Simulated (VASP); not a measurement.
Input of a VASP 6.6.1 run:

INCAR

```
SYSTEM = TaHO2
ALGO = Normal ; EDIFF = 1E-7
ENCUT = 520 ; GGA = PE
ISIF = 2 ; ISMEAR = 0
LASPH = .True. ; LCHARG = .False.
LREAL = .False. ; LWAVE = .False.
NBANDS = 34 ; NELM = 80
PREC = Accurate ; SIGMA = 0.1
```

Contents of KPOINTS:

```
k-points
0
Gamma
  6 6 2
  0 0 0
```

POSCAR

```
TaHO2
1.0
    2.9208719374      0.0000000000      0.0000000000
   -1.4604359687      2.5295492990      0.0000000000
    0.0000000000      0.0000000000     10.4527899378
Ta H O
2 2 4
Direct
    0.6666666667      0.3333333333      0.7500000000
    0.3333333333      0.6666666667      0.2500000000
    0.0000000000      0.0000000000      0.0000000000
    0.0000000000      0.0000000000      0.5000000000
    0.3333333333      0.6666666667      0.8715486899
    0.3333333333      0.6666666667      0.6284513101
    0.6666666667      0.3333333333      0.3715486899
    0.6666666667      0.3333333333      0.1284513101
```

Potentials or basis: VASP PAW PBE potentials, release 64 (Ta_pv, H, O).

Launch:

```sh
$ cat potpaw_PBE.64/Ta_pv/POTCAR potpaw_PBE.64/H/POTCAR potpaw_PBE.64/O/POTCAR > POTCAR
$ mpirun -np 1 vasp_std > vasp.out
```

Estimate the largest force.

0.096 eV/Å.

Estimate the band gap on the k mesh.

zero (band 24 reaches 5.46 eV, above the bottom of band 25 at 4.32 eV).

What does it give for the pressure?

0.7 GPa.

Stress tensor (GPa, compression positive):
```
0.61 0.00 0.00
0.00 0.61 0.00
0.00 0.00 0.77
```

Caveat: the k points lie up to 0.41 Å⁻¹ apart; spin-orbit coupling is left out, which moves the levels of the heavy elements.
